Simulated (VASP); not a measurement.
**Cd: single point with LDA**

Cd:

```
Cd
1.0
     2.81102    0.00000    0.00000
    -1.40551    2.43441    0.00000
     0.00000    0.00000    4.94281
Cd
2
Direct
  0.33333 0.66667 0.25000
  0.66667 0.33333 0.75000
```

```
Program             : VASP 6.6.1
Task                : single point
Functional          : LDA
Potentials or basis : VASP PAW LDA potentials, release 64 (Cd)
Cutoff              : 520 eV
k mesh              : 16 × 16 × 9
Occupations         : fermi-dirac, width 0.1 eV
Spin                : no spin polarisation
```

The pressure is 19.5 GPa and the band gap on the k mesh is zero (bands 12 and 13 overlap by 3.67 eV).

Stress tensor (GPa, compression positive):
```
19.64  0.00  0.00
 0.00 19.64  0.00
 0.00  0.00 19.12
```

Levels at points of the mesh, in eV from the Fermi level:
| k point | band 9 | band 10 | band 11 | band 12 | band 13 | band 14 | band 15 | band 16 |
| --- | --- | --- | --- | --- | --- | --- | --- | --- |
| (0.00, 0.00, 0.00) | -9.59 | -9.00 | -9.00 | -4.24 | -2.16 | 13.72 | 14.54 | 15.99 |
| (0.50, 0.00, 0.00) | -8.74 | -8.67 | -3.59 | -2.53 | 2.60 | 3.07 | 4.68 | 6.05 |

Wall time 22 s on 1 thread of Intel(R) Xeon(R) 6975P-C (Granite Rapids) (shared host), peak memory 0.19 GiB.

Caveat: the cell stands under pressure.
